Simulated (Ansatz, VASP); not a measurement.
One calculation of BaPPt, two programs

Contents of INCAR:

```
SYSTEM = BaPPt
PREC     = Accurate       ! precision mode
ENCUT    = 520            ! plane-wave cutoff, eV
EDIFF    = 1E-6           ! SCF threshold, eV
ISMEAR   = 0              ! smearing method
SIGMA    = 0.1            ! smearing width, eV
LREAL    = .FALSE.        ! projectors in reciprocal space
LASPH    = .TRUE.         ! aspherical terms in the spheres
NELM     = 80             ! most SCF steps
ALGO     = Normal         ! electronic algorithm
ISIF     = 2              ! what is computed and relaxed
LWAVE    = .FALSE.        ! write WAVECAR
LCHARG   = .TRUE.         ! write CHGCAR
GGA      = CA             ! functional
LELF     = .TRUE.         ! ELF
LVHAR    = .TRUE.       
NBANDS   = 62             ! bands
```

KPOINTS

```
Automatic mesh
0
G
  4 4 4
  0 0 0
```

File POSCAR:

```
BaPPt
1.0
    6.5871675700      0.0000000000      0.0000000000
    0.0000000000      6.5871675700      0.0000000000
    0.0000000000      0.0000000000      6.5871675700
Ba P Pt
4 4 4
Direct
    0.6389507800      0.3610492200      0.8610492200
    0.3610492200      0.8610492200      0.6389507800
    0.1389507800      0.1389507800      0.1389507800
    0.8610492200      0.6389507800      0.3610492200
    0.5846333400      0.9153666600      0.0846333400
    0.0846333400      0.5846333400      0.9153666600
    0.9153666600      0.0846333400      0.5846333400
    0.4153666600      0.4153666600      0.4153666600
    0.1505765600      0.3494234400      0.6505765600
    0.6505765600      0.1505765600      0.3494234400
    0.8494234400      0.8494234400      0.8494234400
    0.3494234400      0.6505765600      0.1505765600
```

Input for Ansatz:

```yaml
crystal:
  lattice:
    - [6.58716757, 0.0, 0.0]
    - [0.0, 6.58716757, 0.0]
    - [0.0, 0.0, 6.58716757]
  atoms:
    - { symbol: Ba, position: [0.63895078, 0.36104922, 0.86104922] }
    - { symbol: Ba, position: [0.36104922, 0.86104922, 0.63895078] }
    - { symbol: Ba, position: [0.13895078, 0.13895078, 0.13895078] }
    - { symbol: Ba, position: [0.86104922, 0.63895078, 0.36104922] }
    - { symbol: P, position: [0.58463334, 0.91536666, 0.08463334] }
    - { symbol: P, position: [0.08463334, 0.58463334, 0.91536666] }
    - { symbol: P, position: [0.91536666, 0.08463334, 0.58463334] }
    - { symbol: P, position: [0.41536666, 0.41536666, 0.41536666] }
    - { symbol: Pt, position: [0.15057656, 0.34942344, 0.65057656] }
    - { symbol: Pt, position: [0.65057656, 0.15057656, 0.34942344] }
    - { symbol: Pt, position: [0.84942344, 0.84942344, 0.84942344] }
    - { symbol: Pt, position: [0.34942344, 0.65057656, 0.15057656] }
basis:
  ecutwfc: 420
kpoints:
  mp_grid: { grid: [4, 4, 4] }
hamiltonian:
  xc: lda
scf:
  occupations: { method: gaussian, width: 0.1 }
output:
  forces: true
  stress: true
  eigenvalues: true
```

Alike in both runs: task single point; functional LDA; k mesh 4 × 4 × 4; occupations gaussian, width 0.1 eV; no spin polarisation.

```csv
,VASP,Ansatz
version,VASP 6.6.1,Ansatz 0.2.0
potentials or method,"VASP PAW LDA potentials, release 64 (Ba_sv, P, Pt), cutoff 520 eV","scalar-relativistic, plane waves, PAW"
valence electrons in the cell,100,132
```

|  | VASP | Ansatz | Ansatz less VASP |
| --- | --- | --- | --- |
| gap on the k mesh at the Fermi level (eV) | none | none | - |
| pressure (GPa) | -4.5 | -5.3 | -0.84 |
| rms of the force components (eV/Å) | 0.032 | 0.032 | -0.0004 |

LDA's correlation is that of Perdew and Zunger in VASP and of Perdew and Wang (1992) in Ansatz. Atom by atom the forces differ by 0.008 eV/Å (rms over components). A gap of «none» marks a metal or a gap that the smearing closes. VASP's potentials hold 100 valence electrons a cell and Ansatz's 132, so a difference there can come from the potentials and not from the codes.

Neither program's run includes spin-orbit coupling.
